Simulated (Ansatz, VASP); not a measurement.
**P in VASP and in Ansatz**

```
P
1.0
     4.16608    0.00000    0.00000
     0.00000    4.16608    0.00000
     0.00000    0.00000    4.15910
P
1
Direct
  0.00000 0.00000 0.00000
```

Change from the starting cell: strain -0.025 along x and y, -0.050 along z, atoms carried along.

Alike in both runs: task single point; functional PBEsol; k mesh 12 × 12 × 12; occupations gaussian, width 0.15 eV; no spin polarisation.

|  | VASP | Ansatz |
| --- | --- | --- |
| version | VASP 6.6.1 | Ansatz 0.2.0 |
| potentials or method | VASP PAW PBE potentials, release 64 (P), cutoff 520 eV | scalar-relativistic, plane waves, PAW |
| valence electrons in the cell | 5 | 5 |

|  | VASP | Ansatz | Ansatz less VASP |
| --- | --- | --- | --- |
| gap on the k mesh at the Fermi level (eV) | none | none | - |
| pressure (GPa) | -4.8 | -4.8 | +0.01 |

VASP's potentials were made for PBE, not for PBEsol. A gap of «none» marks a metal or a gap that the smearing closes.
